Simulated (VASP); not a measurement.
A run of VASP 6.6.1 is set up as follows.

File INCAR:

```
ALGO = Normal ; EDIFF = 1E-6
ENCUT = 520 ; GGA = PE
ISIF = 2 ; ISMEAR = 0
LASPH = T ; LCHARG = T
LELF = T ; LREAL = F
LVHAR = T ; LWAVE = F
NBANDS = 28 ; NELM = 100
PREC = Accurate ; SIGMA = 0.05
```

KPOINTS

```
k-points
0
Gamma
  12 12 8
```

The input POSCAR:

```
La2O3
1.0
    3.9307778800      0.0000000000      0.0000000000
   -1.9653889400      3.4041535000      0.0000000000
    0.0000000000      0.0000000000      6.1119535200
La O
2 3
Direct
    0.6666666700      0.3333333300      0.7537643200
    0.3333333300      0.6666666700      0.2462356800
    0.6666666700      0.3333333300      0.3541093500
    0.3333333300      0.6666666700      0.6458906500
    0.0000000000      0.0000000000      0.0000000000
```

Potentials or basis: VASP PAW PBE potentials, release 64 (La, O).

The run is started by

```sh
$ cat potpaw_PBE.64/La/POTCAR potpaw_PBE.64/O/POTCAR > POTCAR
$ mpirun -np 1 vasp_std > vasp.out
```

**Question.** Estimate the band gap on the k mesh.

**Answer.** 3.86 eV, indirect (least direct gap 3.98 eV).

**Question.** Estimate the pressure.

**Answer.** 1.6 GPa.

Forces on the atoms (eV/Å):
```
La   0.000  0.000  0.003
La   0.000  0.000 -0.003
O    0.000  0.000 -0.012
O    0.000  0.000  0.012
O    0.000  0.000  0.000
```

Caveat: spin-orbit coupling is left out, which moves the levels of the heavy elements. As with any semilocal functional, this PBE gap is likely too small.
